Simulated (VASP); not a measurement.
Wanted: the native input for a VASP 6.6.1 run.

```
Task                   : single point
Functional             : r2SCAN
Potentials or basis    : VASP PAW PBE potentials, release 64 (Cu)
Cutoff                 : 660 eV
k mesh                 : 3 × 13 × 2
Occupations            : fermi-dirac, width 0.1 eV
Spin                   : no spin polarisation
Dipole correction      : no
Further INCAR settings : ALGO = Normal; EDIFF = 1e-06; NBANDS = 12
```

The system is Cu.

```
Cu
1.0
    11.36079    0.00000    0.00000
     0.00000    2.19769    0.00000
    -4.51243    0.00000   21.34976
Cu
1
Cartesian
  3.4242 1.0988 10.6749
```

One way to write it, as run:

POSCAR

```
Cu
1.0
   11.3607914655      0.0000000000      0.0000000000
    0.0000000000      2.1976924437      0.0000000000
   -4.5124269457      0.0000000000     21.3497557462
Cu
1
Direct
    0.5000000000      0.5000000000      0.5000000000
```

INCAR.step1

```
SYSTEM = Cu
ALGO = Normal ; EDIFF = 1E-5
ENCUT = 660 ; GGA = PE
GGA_COMPAT = .FALSE. ; ISMEAR = -1
LASPH = .TRUE. ; LCHARG = .FALSE.
LREAL = .FALSE. ; LWAVE = .TRUE.
NBANDS = 12 ; NELM = 120
PREC = Accurate ; SIGMA = 0.1
```

INCAR.step2

```
SYSTEM = Cu
ALGO = Normal ; EDIFF = 1E-6
ENCUT = 660 ; GGA_COMPAT = .FALSE.
ISIF = 2 ; ISMEAR = -1
ISTART = 1 ; LASPH = .TRUE.
LCHARG = .FALSE. ; LMIXTAU = .TRUE.
LREAL = .FALSE. ; LWAVE = .FALSE.
METAGGA = R2SCAN ; NBANDS = 12
NELM = 120 ; PREC = Accurate
SIGMA = 0.1
```

KPOINTS

```
k-points
0
G
  3 13 2
  0 0 0
```

Potentials or basis: VASP PAW PBE potentials, release 64 (Cu).

The run is started by

```bash
$ cat potpaw_PBE.64/Cu/POTCAR > POTCAR
$ cp INCAR.step1 INCAR
$ mpirun -np 1 vasp_std > vasp.out
$ cp INCAR.step2 INCAR
$ mpirun -np 1 vasp_std > vasp.out
```

It gave:

```
Pressure               : 0.1 GPa
Band gap on the k mesh : zero (an odd number of electrons rules out a gap without spin polarisation)
```

Caveat: the PAW data sets were made with another functional, which shifts forces and pressure a little.

Wall time 15 min on 1 thread of Intel(R) Xeon(R) 6975P-C (Granite Rapids) (shared host), peak memory 0.87 GiB.
